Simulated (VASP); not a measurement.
# PrBe3Si (I-4m2) in VASP: notebook

PrBe3Si is run at these levels: PBE; tasks: single point, relaxation of cell and atoms.

Everything below comes from runs of VASP 6.6.1. Logs are shortened: lines on timing, memory, paths and dates and some standing lists are left out, and cuts for length are marked.

## 1. The cell of the first run

The structure is tetragonal, space group I-4m2 (No. 119). Conventional cell: a = 3.820 Å, b = 3.820 Å, c = 9.927 Å, α = 90.00°, β = 90.00°, γ = 90.00°. Pr (site symmetry -4m2) has 14 Be at 2.95 to 3.77 Å and 4 Si at 3.13 Å and 4 Pr at 3.82 Å within 3.9 Å. Within 3.0 Å of Be (site symmetry 2mm) lie 3 Be at 2.30 to 2.39 Å and 2 Si at 2.30 Å and 4 Pr at 2.95 Å. Be (site symmetry -4m2) has 4 Be at 2.30 Å and 4 Si at 2.70 Å within 3.0 Å. Si (site symmetry -4m2) has 8 Be at 2.30 to 2.70 Å within 3.0 Å.

The cell was generated, and may not be a known phase.

## 2. Single point, PBE

Contents of INCAR:

```
PREC = Accurate
ENCUT = 600
EDIFF = 1E-6
ISMEAR = 0
SIGMA = 0.1
LREAL = F
LASPH = T
NELM = 200
ALGO = Normal
ISIF = 2
LWAVE = F
LCHARG = F
GGA = PE
NBANDS = 18
GGA_COMPAT = F
LMAXMIX = 6
```

Contents of KPOINTS:

```
Automatic mesh
0
Gamma
  6 6 6
```

Contents of POSCAR:

```
PrBe3Si
1.0
   -1.9097607143      1.9097607143      4.9637280659
    1.9097607143     -1.9097607143      4.9637280659
    1.9097607143      1.9097607143     -4.9637280659
Pr Be Si
1 3 1
Direct
    0.0000000000      0.0000000000      0.0000000000
    0.6205777372      0.6205777372      0.0000000000
    0.3794222628      0.3794222628      0.0000000000
    0.7500000000      0.2500000000      0.5000000000
    0.2500000000      0.7500000000      0.5000000000
```

Potentials or basis: VASP PAW PBE potentials, release 64 (Pr_3, Be, Si), 4f in core.

Run with:

```sh
> cat potpaw_PBE.64/Pr_3/POTCAR potpaw_PBE.64/Be/POTCAR potpaw_PBE.64/Si/POTCAR > POTCAR
> mpirun -np 1 vasp_std > vasp.out
```

OUTCAR:

```text
PREC = Accurate
   ENCUT = 600
   EDIFF = 1E-6
   ISMEAR = 0
   LREAL = F
   LASPH = T
   NELM = 200
   ISIF = 2
   GGA = PE

 ion  position               nearest neighbor table
   1  0.000  0.000  0.000-   2 2.95   2 2.95   2 2.95   3 2.95   2 2.95   3 2.95   3 2.95   3 2.95
                             5 3.13   4 3.13   5 3.13   4 3.13   4 3.13   4 3.13   5 3.13   5 3.13
   2  0.621  0.621  0.000-   5 2.30   4 2.30   4 2.30   5 2.30   1 2.95   1 2.95   1 2.95   1 2.95

   3  0.379  0.379  0.000-   4 2.30   5 2.30   5 2.30   4 2.30   1 2.95   1 2.95   1 2.95   1 2.95

   4  0.750  0.250  0.500-   3 2.30   2 2.30   3 2.30   2 2.30   5 2.70   5 2.70   5 2.70   5 2.70
                             1 3.13   1 3.13   1 3.13   1 3.13
   5  0.250  0.750  0.500-   3 2.30   2 2.30   3 2.30   2 2.30   4 2.70   4 2.70   4 2.70   4 2.70
                             1 3.13   1 3.13   1 3.13   1 3.13

  LATTYP: Found a body centered tetragonal cell.
 ALAT       =     3.8195214286
 C/A-ratio  =     2.5991361267

  Lattice vectors:

 A1 = (  -1.9097607143,   1.9097607143,   4.9637280659)
 A2 = (   1.9097607143,  -1.9097607143,   4.9637280659)
 A3 = (   1.9097607143,   1.9097607143,  -4.9637280659)

Analysis of symmetry for initial positions (statically):
=====================================================================
 Subroutine PRICEL returns:
 Original cell was already a primitive cell.

 Routine SETGRP: Setting up the symmetry group for a
 body centered tetragonal supercell.

 Subroutine GETGRP returns: Found  8 space group operations
 (whereof  8 operations were pure point group operations)
 out of a pool of 16 trial point group operations.

The static configuration has the point symmetry D_2d.

Analysis of symmetry for dynamics (positions and initial velocities):
=====================================================================
 Subroutine PRICEL returns:
 Original cell was already a primitive cell.

 Routine SETGRP: Setting up the symmetry group for a
 body centered tetragonal supercell.

 Subroutine GETGRP returns: Found  8 space group operations
 (whereof  8 operations were pure point group operations)
 out of a pool of 16 trial point group operations.

The dynamic configuration has the point symmetry D_2d.

 Subroutine INISYM returns: Found  8 space group operations
 (whereof  8 operations are pure point group operations),
 and found     1 'primitive' translations

----------------------------------------------------------------------------------------

                                     Primitive cell

  volume of cell :      72.4146

  direct lattice vectors                    reciprocal lattice vectors
    -1.909760714  1.909760714  4.963728066     0.000000000  0.261812905  0.100730740
     1.909760714 -1.909760714  4.963728066     0.261812905  0.000000000  0.100730740
     1.909760714  1.909760714 -4.963728066     0.261812905  0.261812905  0.000000000

  length of vectors
     5.650926321  5.650926321  5.650926321     0.280522154  0.280522154  0.370259361

  position of ions in fractional coordinates (direct lattice)
     0.000000000  0.000000000  0.000000000
     0.620577737  0.620577737  0.000000000
     0.379422263  0.379422263  0.000000000
     0.750000000  0.250000000  0.500000000
     0.250000000  0.750000000  0.500000000

  ion indices of the primitive-cell ions
   primitive index   ion index
                 1           1
                 2           2
                 3           3
                 4           4
                 5           5

----------------------------------------------------------------------------------------

 KPOINTS: Automatic mesh

Automatic generation of k-mesh.
 Grid dimensions read from file:
 generate k-points for:    6    6    6

 Generating k-lattice:

  Cartesian coordinates                     Fractional coordinates (reciprocal lattice)
     0.000000000  0.043635484  0.016788457     0.166666667 -0.000000000  0.000000000
     0.043635484  0.000000000  0.016788457    -0.000000000  0.166666667  0.000000000
     0.043635484  0.043635484  0.000000000     0.000000000  0.000000000  0.166666667

  Length of vectors
     0.046753692  0.046753692  0.061709893

  Shift w.r.t. Gamma in fractional coordinates (k-lattice)
     0.000000000  0.000000000  0.000000000

 Subroutine IBZKPT returns following result:
 ===========================================

 Found     30 irreducible k-points:

 Following reciprocal coordinates:
            Coordinates               Weight
  0.000000  0.000000  0.000000      1.000000
  0.166667  0.000000 -0.000000      8.000000
  0.333333  0.000000  0.000000      8.000000
  0.500000  0.000000  0.000000      4.000000
  0.166667  0.166667 -0.000000      8.000000
  0.333333  0.166667 -0.000000     16.000000
[... 16 lines left out ...]
 -0.333333 -0.333333  0.166667      8.000000
 -0.166667 -0.333333  0.166667      8.000000
 [... further k-points ...]
   k-points           NKPTS =     30   k-points in BZ     NKDIM =     30   number of bands    NBANDS=     18
   number of dos      NEDOS =    301   number of ions     NIONS =      5
   total plane-waves  NPLWV = 110592
   dimension x,y,z NGX =    48 NGY =   48 NGZ =   48
   dimension x,y,z NGXF=    96 NGYF=   96 NGZF=   96
   ions per type =               1   3   1
   NGX,Y,Z   is equivalent  to a cutoff of  14.12, 14.12, 14.12 a.u.
   NGXF,Y,Z  is equivalent  to a cutoff of  28.24, 28.24, 28.24 a.u.
 SYSTEM =  unknown system
   PREC   = accura    normal or accurate (medium, high low for compatibility)
   ISTART =      0    job   : 0-new  1-cont  2-samecut
   ICHARG =      2    charge: 1-file 2-atom 10-const
   ISPIN  =      1    spin polarized calculation?
   LNONCOLLINEAR =      F non collinear calculations
   LSORBIT =      F    spin-orbit coupling
   LASPH  =      T    aspherical Exc in radial PAW
   ENCUT  =  600.0 eV  44.10 Ry    6.64 a.u.  11.29 11.29 11.29*2*pi/ulx,y,z
   NELM   =    200;   NELMIN=  2; NELMDL= -5     # of ELM steps
   EDIFF  = 0.1E-05   stopping-criterion for ELM
   LREAL  =      F    real-space projection
   EDIFFG = 0.1E-04   stopping-criterion for IOM
   NSW    =      0    number of steps for IOM
   IBRION =     -1    ionic relax: 0-MD 1-quasi-New 2-CG
   NFREE  =      0    steps in history (QN), initial steepest desc. (CG)
   ISIF   =      2    stress and relaxation
   ISYM   =      2    0-nonsym 1-usesym 2-fastsym
   POTIM  = 0.5000    time-step for ionic-motion
   TEBEG  =    0.0;   TEEND  =   0.0 temperature during run
   PSTRESS=    0.0 pullay stress
   NELECT =      21.0000    total number of electrons
   NUPDOWN=      -1.0000    fix difference up-down
   EMIN   =  10.00;   EMAX   =-10.00  energy-range for DOS
   EFERMI =   0.00;   METHOD = LEGACY
   ISMEAR =     0;   SIGMA  =   0.10  broadening in eV -4-tet -1-fermi 0-gaus
   EFERMI_NEDOS =   21; number of points for ismear=-14 and -15
   IALGO  =     38    algorithm
   IMIX   =      4    mixing-type and parameters
     AMIX     =   0.40;   BMIX     =  1.00
     AMIX_MAG =   1.60;   BMIX_MAG =  1.00
  volume/ion in A,a.u.               =      14.48        97.74
  Fermi-wavevector in a.u.,A,eV,Ry     =   1.083609  2.047724 15.976078  1.174209
  Thomas-Fermi vector in A             =   2.219679
   LORBIT       =      0    0 simple, 1 ext, 2 COOP (PROOUT), +10 PAW based schemes
   GGA     = PE    functional components
   LHFCALC =     F    Hartree Fock is set to
   AEXX    =    0.0000 exact exchange contribution
   IVDW    =     0    specifies the selected vdW correction
   LEPSILON=     F    determine dielectric tensor
   LRPA    =     F    only Hartree local field effects (RPA)
 non-spin polarized calculation
 Gauss-broadening in eV      SIGMA  =   0.10
  energy-cutoff  :      600.00
  volume of cell :       72.41
 maximum number of plane-waves:      2436
 NGX is ok and might be reduce to    48
   NGX = 23   NGY = 23   NGZ = 23

 number of electron      21.0000000 magnetization

 Free energy of the ion-electron system (eV)
  ---------------------------------------------------
  ext. energy  EPLUGINS =         0.00000000
  ---------------------------------------------------
  free energy    TOTEN  =       -22.51770955 eV

  energy without entropy =      -22.50956966  energy(sigma->0) =      -22.51363960

 E-fermi :   5.3809     XC(G=0): -10.4373

 val. band max:        5.3715346495   @ k =  -0.1667   0.5000   0.1667
 cond. band min:       5.3953868873   @ k =  -0.3333   0.5000   0.1667
 fundamental gap:      0.0238522378
 Fermi energy:         5.3809470100

 k-point     1 :       0.0000    0.0000    0.0000
  band No.  band energies     occupation
      1     -29.7785      2.00000
      2     -12.0543      2.00000
      3     -11.6181      2.00000
      4     -11.6181      2.00000
      5      -4.5439      2.00000
      6       1.9953      2.00000
[... 10 lines left out ...]
     17      11.1748      0.00000
     18      11.1748      0.00000

 k-point     2 :       0.1667    0.0000   -0.0000
  band No.  band energies     occupation
      1     -29.7694      2.00000
      2     -12.0433      2.00000
      3     -11.7713      2.00000
      4     -11.6027      2.00000
      5      -4.2522      2.00000
      6       1.3523      2.00000
[... 10 lines left out ...]
     17      11.0419      0.00000
     18      11.1939      0.00000

 k-point     3 :       0.3333    0.0000    0.0000
  band No.  band energies     occupation
      1     -29.7513      2.00000
      2     -12.0649      2.00000
      3     -12.0136      2.00000
      4     -11.5717      2.00000
      5      -3.5501      2.00000
      6       0.0221      2.00000
[... 10 lines left out ...]
     17      10.9059      0.00000
     18      11.3281      0.00000

 k-point     4 :       0.5000    0.0000    0.0000
  band No.  band energies     occupation
      1     -29.7422      2.00000
      2     -12.1962      2.00000
      3     -12.0052      2.00000
      4     -11.5561      2.00000
      5      -3.0636      2.00000
      6      -0.6380      2.00000
[... 10 lines left out ...]
     17      10.8224      0.00000
     18      11.4048      0.00000

 k-point     5 :       0.1667    0.1667   -0.0000
  band No.  band energies     occupation
      1     -29.7604      2.00000
      2     -12.0395      2.00000
      3     -11.7643      2.00000
      4     -11.7430      2.00000
      5      -3.9080      2.00000
      6       1.2670      2.00000
[... 10 lines left out ...]
     17      10.8713      0.00000
     18      11.2964      0.00000

 k-point     6 :       0.3333    0.1667   -0.0000
  band No.  band energies     occupation
      1     -29.7424      2.00000
      2     -12.0458      2.00000
      3     -12.0007      2.00000
      4     -11.7172      2.00000
      5      -3.2386      2.00000
      6       0.2702      2.00000
[... 10 lines left out ...]
     17      11.0692      0.00000
     18      11.8978      0.00000

 k-point     7 :       0.5000    0.1667   -0.0000
  band No.  band energies     occupation
      1     -29.7334      2.00000
      2     -12.1716      2.00000
      3     -11.9827      2.00000
      4     -11.6987      2.00000
      5      -2.8438      2.00000
      6      -0.4957      2.00000
[... 10 lines left out ...]
     17      11.2836      0.00000
     18      11.6709      0.00000

 k-point     8 :      -0.3333    0.1667    0.0000
  band No.  band energies     occupation
      1     -29.7426      2.00000
      2     -12.0385      2.00000
      3     -11.9879      2.00000
      4     -11.7161      2.00000
      5      -3.3889      2.00000
      6       0.1480      2.00000
[... 10 lines left out ...]
     17      10.8567      0.00000
     18      11.4343      0.00000
[... 229 lines left out ...]
     17      11.1362      0.00000
     18      11.7153      0.00000

 k-point    20 :       0.5000    0.5000    0.1667
  band No.  band energies     occupation
      1     -29.7246      2.00000
      2     -11.9994      2.00000
      3     -11.9941      2.00000
      4     -11.9649      2.00000
      5      -2.5924      2.00000
      6       0.4900      2.00000
[... 10 lines left out ...]
     17      12.4259      0.00000
     18      12.9188      0.00000

 k-point    21 :      -0.3333    0.5000    0.1667
  band No.  band energies     occupation
      1     -29.7422      2.00000
      2     -12.0481      2.00000
      3     -12.0183      2.00000
      4     -11.7183      2.00000
      5      -3.0649      2.00000
      6       0.3516      2.00000
[... 10 lines left out ...]
     17      10.9952      0.00000
     18      12.6993      0.00000

 k-point    22 :      -0.1667    0.5000    0.1667
  band No.  band energies     occupation
      1     -29.7510      2.00000
      2     -12.0727      2.00000
      3     -12.0325      2.00000
      4     -11.5734      2.00000
      5      -3.3316      2.00000
      6       0.1644      2.00000
[... 10 lines left out ...]
     17       9.5522      0.00000
     18      11.8499      0.00000

 k-point    23 :      -0.3333   -0.3333    0.1667
  band No.  band energies     occupation
      1     -29.7600      2.00000
      2     -12.0789      2.00000
      3     -11.7635      2.00000
      4     -11.7474      2.00000
      5      -3.5928      2.00000
      6       0.7376      2.00000
[... 10 lines left out ...]
     17      11.1401      0.00000
     18      11.6009      0.00000

 k-point    24 :      -0.1667   -0.3333    0.1667
  band No.  band energies     occupation
      1     -29.7691      2.00000
      2     -12.0834      2.00000
      3     -11.7727      2.00000
      4     -11.6052      2.00000
      5      -3.9607      2.00000
      6       0.8100      2.00000
[... 10 lines left out ...]
     17      10.5485      0.00000
     18      10.9879      0.00000

 [... further k-points ...]
[... 5 lines left out ...]
  --------------------------------------------------------------------------------------
  -------------------------------------------------------------------------------------
  Total        0.1614536      0.1614536      0.3257251      0.0000000      0.0000000     -0.0000000
  in kB        3.5721729      3.5721729      7.2066919      0.0000000      0.0000000     -0.0000000
  external PRESSURE =       4.7836792 kB  Pullay stress =       0.0000000 kB

 VOLUME and BASIS-vectors are now :
 -----------------------------------------------------------------------------
  energy-cutoff  :      600.00
  volume of cell :       72.41
      direct lattice vectors                 reciprocal lattice vectors
    -1.909760714  1.909760714  4.963728066     0.000000000  0.261812905  0.100730740
     1.909760714 -1.909760714  4.963728066     0.261812905  0.000000000  0.100730740
     1.909760714  1.909760714 -4.963728066     0.261812905  0.261812905  0.000000000

 POSITION                                       TOTAL-FORCE (eV/Angst)
 -----------------------------------------------------------------------------------
      0.00000      0.00000      0.00000        -0.000000     -0.000000     -0.000000
      0.00000      0.00000      6.16076         0.000000      0.000000     -0.032668
      0.00000      0.00000      3.76670         0.000000      0.000000      0.032668
      0.00000      1.90976      2.48186        -0.000000     -0.000000     -0.000000
      1.90976      0.00000      2.48186        -0.000000     -0.000000      0.000000
 -----------------------------------------------------------------------------------
    total drift:                                0.000000     -0.000000     -0.000000

  FREE ENERGIE OF THE ION-ELECTRON SYSTEM (eV)
  ---------------------------------------------------
  free  energy   TOTEN  =       -22.5177095518 eV

  energy  without entropy=      -22.5095696573  energy(sigma->0) =      -22.51363960
```

It took 86 s on 1 thread of Intel Xeon Platinum 8488C (Sapphire Rapids), shared host; peak memory 0.34 GiB.

Results:

| Quantity | Value |
| --- | --- |
| Free energy | -22.5177 eV |
| Pressure | 0.5 GPa |
| Largest force | 0.033 eV/Å |
| Band gap on the k mesh | zero (an odd number of electrons rules out a gap without spin polarisation) |

Forces in eV/Å, atoms in the order of the input:
```
Pr   0.000  0.000  0.000
Be   0.000  0.000 -0.033
Be   0.000  0.000  0.033
Be   0.000  0.000  0.000
Si   0.000  0.000  0.000
```

Stress tensor (GPa, compression positive):
```
0.36 0.00 0.00
0.00 0.36 0.00
0.00 0.00 0.72
```

Caveat: spin-orbit coupling is left out, which moves the levels of the heavy elements; the 4f electrons are frozen in the core, so they carry no moment and show no levels. Spin polarisation is off, so any magnetic state and its effect on volume and gap are missing.

(Part 1 of 2 ends here.)

The gap in the log of VASP goes by the Fermi energy; the results here count the filled bands.